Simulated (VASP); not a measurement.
# GaN (ke600) (F-43m) in VASP: vibrations by perturbation theory with LDA

Aim: the vibrations by perturbation theory of GaN (ke600) with LDA.

Everything below comes from runs of VASP 6.6.1. Logs are shortened: lines on timing, memory, paths and dates and some standing lists are left out, and cuts for length are marked.

## (1) The cell of the first run

It takes space group F-43m (No. 216, cubic). Conventional cell: a = 4.455 Å, b = 4.455 Å, c = 4.455 Å, α = 90.00°, β = 90.00°, γ = 90.00°. Ga (site symmetry -43m) has 4 N at 1.93 Å within 2.6 Å. N (site symmetry -43m) has 4 Ga at 1.93 Å within 2.6 Å.

## (2) Vibrations by perturbation theory, LDA

The input, INCAR:

```
  PREC = Accurate
  ENCUT = 520
  EDIFF = 1E-8
  ISMEAR = 0
  SIGMA = 0.01
  LREAL = False
  LASPH = True
  NELM = 80
  ALGO = Normal
  ISIF = 2
  LWAVE = False
  LCHARG = False
  NBANDS = 16
  IBRION = 8
  NSW = 1
  LEPSILON = True
```

The input, KPOINTS:

```
regular mesh
0
Gamma
  10 10 10
```

The input, POSCAR:

```
GaN
1.0
    0.0000000000      2.2275708004      2.2275708004
    2.2275708004      0.0000000000      2.2275708004
    2.2275708004      2.2275708004      0.0000000000
Ga N
1 1
Direct
    0.0000000000      0.0000000000      0.0000000000
    0.2500000000      0.2500000000      0.2500000000
```

Potentials or basis: VASP PAW LDA potentials, release 64 (Ga_d, N).

The run is started by

```sh
> cat potpaw_LDA.64/Ga_d/POTCAR potpaw_LDA.64/N/POTCAR > POTCAR
> mpirun -np 1 vasp_std > vasp.out
```

OUTCAR:

```text
PREC = Accurate
   ENCUT = 520
   EDIFF = 1E-8
   ISMEAR = 0
   LREAL = False
   LASPH = True
   NELM = 80
   ISIF = 2
   IBRION = 8
   NSW = 1
   LEPSILON = True

 ion  position               nearest neighbor table
   1  0.000  0.000  0.000-   2 1.93   2 1.93   2 1.93   2 1.93
   2  0.250  0.250  0.250-   1 1.93   1 1.93   1 1.93   1 1.93

  LATTYP: Found a face centered cubic cell.
 ALAT       =     4.4551416008

  Lattice vectors:

 A1 = (   0.0000000000,   2.2275708004,   2.2275708004)
 A2 = (   2.2275708004,   0.0000000000,   2.2275708004)
 A3 = (   2.2275708004,   2.2275708004,   0.0000000000)

Analysis of symmetry for initial positions (statically):
=====================================================================
 Subroutine PRICEL returns:
 Original cell was already a primitive cell.

 Routine SETGRP: Setting up the symmetry group for a
 face centered cubic supercell.

 Subroutine GETGRP returns: Found 24 space group operations
 (whereof 24 operations were pure point group operations)
 out of a pool of 48 trial point group operations.

The static configuration has the point symmetry T_d .

Analysis of symmetry for dynamics (positions and initial velocities):
=====================================================================
 Subroutine PRICEL returns:
 Original cell was already a primitive cell.

 Routine SETGRP: Setting up the symmetry group for a
 face centered cubic supercell.

 Subroutine GETGRP returns: Found 24 space group operations
 (whereof 24 operations were pure point group operations)
 out of a pool of 48 trial point group operations.

The dynamic configuration has the point symmetry T_d .

 Subroutine INISYM returns: Found 24 space group operations
 (whereof 24 operations are pure point group operations),
 and found     1 'primitive' translations

----------------------------------------------------------------------------------------

                                     Primitive cell

  volume of cell :      22.1067

  direct lattice vectors                    reciprocal lattice vectors
     0.000000000  2.227570800  2.227570800    -0.224459757  0.224459757  0.224459757
     2.227570800  0.000000000  2.227570800     0.224459757 -0.224459757  0.224459757
     2.227570800  2.227570800  0.000000000     0.224459757  0.224459757 -0.224459757

  length of vectors
     3.150260837  3.150260837  3.150260837     0.388775703  0.388775703  0.388775703

  position of ions in fractional coordinates (direct lattice)
     0.000000000  0.000000000  0.000000000
     0.250000000  0.250000000  0.250000000

  ion indices of the primitive-cell ions
   primitive index   ion index
                 1           1
                 2           2

----------------------------------------------------------------------------------------

 KPOINTS: regular mesh

Automatic generation of k-mesh.
 Grid dimensions read from file:
 generate k-points for:   10   10   10

 Generating k-lattice:

  Cartesian coordinates                     Fractional coordinates (reciprocal lattice)
    -0.022445976  0.022445976  0.022445976     0.100000000  0.000000000  0.000000000
[... 603 lines left out ...]
 Free energy of the ion-electron system (eV)
  ---------------------------------------------------
  ---------------------------------------------------
  free energy    TOTEN  =        -0.30587322 eV

  energy without entropy =       -0.30587322

------------------------ aborting loop because EDIFF is reached ----------------------------------------

--------------------------------------- Ionic step        2  -------------------------------------------

------------------------ aborting loop because EDIFF is reached ----------------------------------------

--------------------------------------- Ionic step        3  -------------------------------------------

------------------------ aborting loop because EDIFF is reached ----------------------------------------

 PIEZOELECTRIC TENSOR FIELD DIRECTION 3  (e Angst)
 -----------------------------------------------------------------------------
    -0.00115 -1.39667  0.00000           ( -0.00001 -0.11002  0.00000)
    -1.39667 -0.00115  0.00000           ( -0.11002 -0.00001  0.00000)
     0.00000  0.00000  0.00120           (  0.00000  0.00000 -0.00000)

 PIEZOELECTRIC TENSOR FIELD DIRECTION 3  (C/m^2)
 -----------------------------------------------------------------------------
    -0.00083 -1.01223  0.00000
    -1.01223 -0.00083  0.00000
     0.00000  0.00000  0.00087

--------------------------------------- Ionic step        4  -------------------------------------------

------------------------ aborting loop because EDIFF is reached ----------------------------------------

[... ionic steps 5 to 6 ...]

--------------------------------------- Ionic step        7  -------------------------------------------

 Free energy of the ion-electron system (eV)
  ---------------------------------------------------
  ---------------------------------------------------
  free energy    TOTEN  =        -0.22947936 eV

  energy without entropy =       -0.22947936

------------------------ aborting loop because EDIFF is reached ----------------------------------------

 INTERNAL STRAIN TENSOR  FOR ION    2  DIRECTION 1   (eV/Angst):
 -----------------------------------------------------------------------------
     0.00339  0.00000  0.00000
     0.00000 -0.00537 -9.43054
     0.00000 -9.43054 -0.00537

 MACROSCOPIC STATIC DIELECTRIC TENSOR (including local field effects in DFT)
 ------------------------------------------------------
           5.755526    -0.000000     0.000000
           0.000000     5.755526    -0.000000
           0.000000    -0.000000     5.755526
 ------------------------------------------------------

 PIEZOELECTRIC TENSOR (including local field effects)  for field in x, y, z        (e  Angst)
          XX          YY          ZZ          XY          YZ          ZX
  --------------------------------------------------------------------------------
  x    -0.00000    -0.00000    -0.00000     0.00000    -1.39828     0.00000
  y    -0.00000    -0.00000    -0.00000     0.00000     0.00000    -1.39828
  z     0.00000     0.00000    -0.00000    -1.39828     0.00000     0.00000

 PIEZOELECTRIC TENSOR (including local field effects)  for field in x, y, z        (C/m^2)
          XX          YY          ZZ          XY          YZ          ZX
  --------------------------------------------------------------------------------
  x    -0.00000    -0.00000    -0.00000     0.00000    -1.01340     0.00000
  y    -0.00000    -0.00000    -0.00000     0.00000     0.00000    -1.01340
  z     0.00000     0.00000    -0.00000    -1.01340     0.00000     0.00000

 BORN EFFECTIVE CHARGES (including local field effects) (in |e|, cummulative output)
 ---------------------------------------------------------------------------------
 ion    1
    1     2.62563     0.00000     0.00000
    2     0.00000     2.62563     0.00000
    3    -0.00000    -0.00000     2.62563
 ion    2
    1    -2.62563     0.00000     0.00000
    2     0.00000    -2.62563     0.00000
    3     0.00000     0.00000    -2.62563

 INTERNAL STRAIN TENSOR FOR ION    2 for displacements in x,y,z  (eV/Angst):
          X           Y           Z          XY          YZ          ZX
  --------------------------------------------------------------------------------
  x     0.00000     0.00000     0.00000     0.00000    -9.43054     0.00000
  y    -0.00000     0.00000    -0.00000     0.00000     0.00000    -9.43054
  z     0.00000     0.00000     0.00000    -9.43054     0.00000     0.00000

 SECOND DERIVATIVES (NOT SYMMETRIZED)
 ------------------------------------
               1X          1Y          1Z          2X          2Y          2Z
  1X   -13.372398    0.000000    0.000000   13.372398    0.000000    0.000000
  1Y     0.000000  -13.372398    0.000000    0.000000   13.372398    0.000000
  1Z     0.000000    0.000000  -13.372398    0.000000    0.000000   13.372398
  2X    13.340518    0.000000    0.000000  -13.340518    0.000000    0.000000
  2Y     0.000000   13.340518    0.000000    0.000000  -13.340518    0.000000
  2Z     0.000000    0.000000   13.340518    0.000000    0.000000  -13.340518

 Eigenvectors and eigenvalues of the dynamical matrix
 ----------------------------------------------------

   1 f  =   16.725584 THz   105.089945 2PiTHz  557.905436 cm-1    69.171427 meV
             X         Y         Z           dx          dy          dz
      0.000000  0.000000  0.000000     0.000000    0.409342    0.000000
      1.113785  1.113785  1.113785     0.000000   -0.912381    0.000000
[... 21 lines left out ...]
   6 f/i=    0.007455 THz     0.046841 2PiTHz    0.248671 cm-1     0.030831 meV
             X         Y         Z           dx          dy          dz
      0.000000  0.000000  0.000000     0.000000    0.000000    0.912381
      1.113785  1.113785  1.113785     0.000000    0.000000    0.409342

--------------------------------------------------------------------------------------------------------

 MACROSCOPIC STATIC DIELECTRIC TENSOR IONIC CONTRIBUTION
 ------------------------------------------------------
           4.224911     0.000000    -0.000000
           0.000000     4.224911    -0.000000
          -0.000000    -0.000000     4.224911
 ------------------------------------------------------

 ELASTIC MODULI CONTR FROM IONIC RELAXATION (kBar)
 Direction    XX          YY          ZZ          XY          YZ          ZX
 --------------------------------------------------------------------------------
 XX          -0.0000     -0.0000     -0.0000     -0.0000     -0.0000     -0.0000
 YY          -0.0000     -0.0000     -0.0000     -0.0000     -0.0000     -0.0000
 ZZ          -0.0000     -0.0000     -0.0000     -0.0000     -0.0000     -0.0000
 XY          -0.0000     -0.0000     -0.0000   -450.0523      0.0000      0.0000
 YZ          -0.0000     -0.0000     -0.0000      0.0000   -450.0523      0.0000
 ZX          -0.0000     -0.0000     -0.0000      0.0000      0.0000   -450.0523
 --------------------------------------------------------------------------------

 PIEZOELECTRIC TENSOR IONIC CONTR  for field in x, y, z        (C/m^2)
          XX          YY          ZZ          XY          YZ          ZX
  --------------------------------------------------------------------------------
  x     0.00000     0.00000     0.00000     0.00000     1.29752     0.00000
  y     0.00000     0.00000     0.00000    -0.00000     0.00000     1.29752
  z     0.00000     0.00000     0.00000     1.29752    -0.00000    -0.00000
```

Run time: 9 min. Hardware: 1 thread of Intel Xeon 8259CL, shared host; peak memory 0.26 GiB.

What came out:

```yaml
Electronic_dielectric_tensor_diagonal: 5.76
Born_charges_mean_of_the_diagonal: Ga +2.63; N -2.63 e
Highest_phonon_frequency_at_Γ_LO-TO_splitting_left_out: 558 cm⁻¹
```

Phonon frequencies in cm⁻¹ (negative: imaginary):
| q point | frequencies |
| --- | --- |
| (0.000, 0.000, 0.000) | 0 0 0 558 558 558 |

Electronic dielectric tensor:
```
5.76 0.00 0.00
0.00 5.76 0.00
0.00 0.00 5.76
```

Born effective charge tensors (e):
atom 1, Ga
```
2.63 0.00 0.00
0.00 2.63 0.00
0.00 0.00 2.63
```
atom 2, N
```
-2.63  0.00  0.00
 0.00 -2.63  0.00
 0.00  0.00 -2.63
```

Caveat: the cell wasn't relaxed at this level first, which shifts response properties.
